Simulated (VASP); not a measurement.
Crystal: MgS.

```xyz
2
Lattice="0.0000 2.6149 2.6149 2.6149 0.0000 2.6149 2.6149 2.6149 0.0000" Properties=species:S:1:pos:R:3 pbc="T T T"
Mg    0.0000    0.0000    0.0000
S     2.6149    2.6149    2.6149
```

* Program: VASP 6.6.1
* Task: relaxation of cell and atoms
* Functional: LDA
* Potentials or basis: VASP PAW LDA potentials, release 64 (Mg_sv, S)
* Cutoff: 750 eV
* k mesh: 8 × 8 × 8
* Occupations: fermi-dirac, width 0.02 eV
* Spin: no spin polarisation

At the start: pressure -4.5 GPa; volume 17.88 Å³/atom.

Where does the relaxation end?

Over 3 steps the energy falls by 15.4 meV/atom and the volume is 16.84 Å³/atom (-5.8 %); space group Fm-3m (No. 225, to 0.1 Å) before and after.

Step by step:
```tsv
step	energy change (eV)	largest force (eV/Å)	pressure (GPa)	volume (Å³)
1	0.0000	0.0000	-4.51	35.76
2	-0.0290	0.0000	1.22	33.22
3	-0.0308	0.0000	0.01	33.68
```

Final structure:
```
CELL_PARAMETERS angstrom
0.00000 2.56313 2.56313
2.56313 0.00000 2.56313
2.56313 2.56313 0.00000
ATOMIC_POSITIONS crystal
Mg 0.00000 0.00000 0.00000
S 0.50000 0.50000 0.50000
```
